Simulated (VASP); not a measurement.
Wanted: the native input for a VASP 6.6.1 run.

```yaml
Task: relaxation of cell and atoms
Functional: PBE
Potentials_or_basis: VASP PAW PBE potentials, release 64 (Rb_sv)
Cutoff: 600 eV
k_mesh: 6 × 6 × 2
Occupations: gaussian, width 0.1 eV
Spin: no spin polarisation
Dipole_correction: no
Further_INCAR_settings: ALGO = Fast; EDIFF = 1e-07; IBRION = 2; EDIFFG = -0.04; NSW = 90; ISIF = 3
```

The structure of Rb lies in POSCAR:

```
Rb
1.0
    4.9806484020      0.0000000000      0.0000000000
   -2.4903242010      4.3133680434      0.0000000000
    0.0000000000      0.0000000000      8.1547697246
Rb
2
Direct
    0.6666666667      0.3333333333      0.2534483718
    0.3333333333      0.6666666667      0.7465516282
```

The input as run:

INCAR

```
SYSTEM = Rb
ALGO = Fast
EDIFF = 1E-7
EDIFFG = -0.04
ENCUT = 600
GGA = PE
IBRION = 2
ISIF = 3
ISMEAR = 0
LASPH = .True.
LCHARG = .False.
LREAL = .False.
LWAVE = .False.
NELM = 60
NSW = 90
PREC = Accurate
SIGMA = 0.1
```

KPOINTS

```
k-points
0
Gamma
  6 6 2
  0 0 0
```

Potentials or basis: VASP PAW PBE potentials, release 64 (Rb_sv).

Launch:

```console
$ cat potpaw_PBE.64/Rb_sv/POTCAR > POTCAR
$ mpirun -np 1 vasp_std > vasp.out
```

It gave:

| Item | Value |
| --- | --- |
| Relaxed volume | 91.97 Å³/atom |
| Relaxed cell | a = 5.151 Å, b = 5.151 Å, c = 8.005 Å, α = 90.00°, β = 90.00°, γ = 120.00° |
| Space group after relaxing (to 0.05 Å) | P-3m1 (No. 164) |
| Energy gained by relaxing | 4.5 meV/atom |
| Ionic steps | 6 |
| Pressure after relaxing | 0.0 GPa |
| Largest force after relaxing | 0.017 eV/Å |
| Band gap on the k mesh | zero (band 9 reaches 1.01 eV, above the bottom of band 10 at -1.25 eV) |

Caveat: the k points lie up to 0.39 Å⁻¹ apart in the final cell.

Run time: 2.1 min on 1 thread of Intel(R) Xeon(R) 6975P-C (Granite Rapids), with other jobs on the host, peak memory 0.34 GiB.
